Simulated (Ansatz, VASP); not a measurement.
## One calculation of Na, two programs

```xyz
1
Lattice="-2.0949 2.0949 2.0949 2.0949 -2.0949 2.0949 2.0949 2.0949 -2.0949" Properties=species:S:1:pos:R:3 pbc="T T T"
Na    0.0000    0.0000    0.0000
```

Alike in both runs: task relaxation of cell and atoms; functional PBEsol; k mesh 14 × 14 × 14; occupations gaussian, width 0.1 eV; no spin polarisation.

```csv
,VASP,Ansatz
version,VASP 6.6.1,Ansatz 0.2.0
potentials or method,"VASP PAW PBE potentials, release 64 (Na_pv), cutoff 600 eV","scalar-relativistic, plane waves, PAW"
valence electrons in the cell,7,9
```

VASP gave:

* gap on the k mesh at the Fermi level, each at its own relaxed structure (eV): none
* relaxed volume (Å³/atom): 36.43
* relaxed cell length with the largest relative difference (Å): 3.617

Which values does Ansatz return?

gap on the k mesh at the Fermi level, each at its own relaxed structure (eV): none; relaxed volume (Å³/atom): 36.27; relaxed cell length with the largest relative difference (Å): 3.612.

VASP's potentials were made for PBE, not for PBEsol. A gap of «none» marks a metal or a gap that the smearing closes. VASP's potentials hold 7 valence electrons a cell and Ansatz's 9, so a difference there can come from the potentials and not from the codes.
